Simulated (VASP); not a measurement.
The system is C.

```xyz
1
Lattice="1.2846 0.0000 0.0000 -0.4601 3.3665 0.0000 -0.1836 -1.2487 3.1948" Properties=species:S:1:pos:R:3 pbc="T T T"
C     0.4123    1.6833    0.0000
```

- Program: VASP 6.6.1
- Task: relaxation of cell and atoms
- Functional: PBE
- Potentials or basis: VASP PAW PBE potentials, release 64 (C)
- Cutoff: 600 eV
- k mesh: 12 × 6 × 6
- Occupations: gaussian, width 0.1 eV
- Spin: no spin polarisation

At the start: pressure -0.2 GPa; volume 13.82 Å³/atom.

**Question.** Where does the relaxation end?

**Answer.** Over 9 steps the energy falls by 7.3 meV/atom and the volume is 12.52 Å³/atom (-9.4 %); space group P-1 (No. 2, to 0.05 Å).

The path:
| step | energy change (eV) | largest force (eV/Å) | pressure (GPa) | volume (Å³) |
| --- | --- | --- | --- | --- |
| 1 | 0.0000 | 0.0000 | -0.17 | 13.82 |
| 2 | 0.0019 | 0.0000 | -4.22 | 13.79 |
| 3 | -0.0004 | 0.0000 | -1.41 | 13.81 |
| 4 | -0.0018 | 0.0000 | -1.34 | 13.64 |
| 5 | -0.0051 | 0.0000 | -1.07 | 13.16 |
| 6 | -0.0068 | 0.0000 | -0.21 | 12.22 |
| 7 | -0.0072 | 0.0000 | -0.55 | 12.54 |
| 8 | -0.0030 | 0.0000 | 4.49 | 12.42 |
| 9 | -0.0073 | 0.0000 | 0.08 | 12.52 |

Final structure:
```
C
1.0
     1.28539   -0.00589    0.00929
    -0.47569    3.23991    0.00832
    -0.15499   -1.18903    3.00306
C
1
Cartesian
  0.4049 1.6170 0.0088
```

Caveat: the k points lie up to 0.41 Å⁻¹ apart in the final cell.
